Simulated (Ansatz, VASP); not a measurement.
# Ru in VASP and in Ansatz

```
CELL_PARAMETERS angstrom
-1.52672 1.52672 1.52672
1.52672 -1.52672 1.52672
1.52672 1.52672 -1.52672
ATOMIC_POSITIONS crystal
Ru 0.00000 0.00000 0.00000
```

Alike in both runs: task relaxation of cell and atoms; functional PBE; k mesh 19 × 19 × 19; occupations fermi-dirac, width 0.05 eV; no spin polarisation.

|  | VASP | Ansatz |
| --- | --- | --- |
| version | VASP 6.6.1 | Ansatz 0.2.0 |
| potentials or method | VASP PAW PBE potentials, release 64 (Ru_pv), cutoff 600 eV | all-electron LAPW, non-relativistic |

```csv
,VASP,Ansatz,Ansatz less VASP
relaxed volume (Å³/atom),14.23,14.64,+0.413
relaxed cell length with the largest relative difference (Å),2.644,2.669,+0.0253
```

Ansatz ran all-electron here, and VASP with PAW potentials.
